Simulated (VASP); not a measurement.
Input of a VASP 6.6.1 run:

POSCAR

```
NaCl
1.0
    3.5021900000      0.0000000000      0.0000000000
    0.0000000000      3.5021900000      0.0000000000
    0.0000000000      0.0000000000      3.5021900000
Na Cl
1 1
Direct
    0.0000000000      0.0000000000      0.0000000000
    0.5000000000      0.5000000000      0.5000000000
```

INCAR.step1

```
PREC = Accurate ; ENCUT = 550
ISMEAR = 1 ; SIGMA = 0.03
LREAL = F ; LASPH = T
NELM = 200 ; ISPIN = 2
MAGMOM = 0.49 3.36 ; NUPDOWN = 5.0
NBANDS = 18 ; ISYM = 0
GGA = PE ; ALGO = Normal
EDIFF = 1E-5 ; LWAVE = T
LCHARG = F ; GGA_COMPAT = F
```

Contents of INCAR.step2:

```
PREC = Accurate ; ENCUT = 550
EDIFF = 1E-6 ; ISMEAR = 1
SIGMA = 0.03 ; LREAL = F
LASPH = T ; NELM = 200
ALGO = Normal ; ISIF = 2
LWAVE = F ; LCHARG = F
ISPIN = 2 ; MAGMOM = 0.49 3.36
LORBIT = 11 ; NUPDOWN = 5.0
METAGGA = R2SCAN ; LMIXTAU = T
NBANDS = 18 ; ISYM = 0
ISTART = 1 ; GGA_COMPAT = F
```

The input KPOINTS:

```
regular mesh
0
Gamma
  4 1 1
```

Potentials or basis: VASP PAW PBE potentials, release 64 (Na_pv, Cl).

Command:

```bash
$ cat potpaw_PBE.64/Na_pv/POTCAR potpaw_PBE.64/Cl/POTCAR > POTCAR
$ cp INCAR.step1 INCAR
$ mpirun -np 1 vasp_std > vasp.out
$ cp INCAR.step2 INCAR
$ mpirun -np 1 vasp_std > vasp.out
```

Predict the pressure.

26.8 GPa.

Stress tensor (GPa, compression positive):
```
31.84  0.00  0.00
 0.00 24.25  0.00
 0.00  0.00 24.25
```

Caveat: the k points lie up to 1.79 Å⁻¹ apart; the moment is held away from its start; the PAW data sets were made with another functional, which shifts forces and pressure a little; the total moment is fixed, so each spin has its own Fermi level.
